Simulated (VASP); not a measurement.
A run of VASP 6.6.1 is set up as follows.

File INCAR:

```
  PREC = Accurate
  ENCUT = 600
  EDIFF = 1E-6
  ISMEAR = -1
  SIGMA = 0.2
  LREAL = F
  LASPH = T
  NELM = 120
  ALGO = Normal
  ISIF = 2
  LWAVE = F
  LCHARG = F
  GGA = PE
  NBANDS = 16
  GGA_COMPAT = F
```

File KPOINTS:

```
regular mesh
0
Gamma
  15 15 8
```

The input POSCAR:

```
Co
1.0
    2.4583936733      0.0000000000      0.0000000000
   -1.2291968366      2.1290313736      0.0000000000
    0.0000000000      0.0000000000      3.9606917934
Co
2
Direct
    0.3333333333      0.6666666667      0.2500000000
    0.6666666667      0.3333333333      0.7500000000
```

Potentials or basis: VASP PAW PBE potentials, release 64 (Co).

Run with:

```sh
$ cat potpaw_PBE.64/Co/POTCAR > POTCAR
$ mpirun -np 1 vasp_std > vasp.out
```

Question: Estimate the pressure.

Answer: 1.5 GPa.

Question: Estimate the band gap on the k mesh.

Answer: Zero (band 9 reaches 11.25 eV, above the bottom of band 10 at 9.69 eV).

Stress tensor (GPa, compression positive):
```
1.56 0.00 0.00
0.00 1.56 0.00
0.00 0.00 1.24
```

Caveat: the run has no spin polarisation, though such a crystal can be magnetic. Spin polarisation is off, so any magnetic state and its effect on volume and gap are missing.
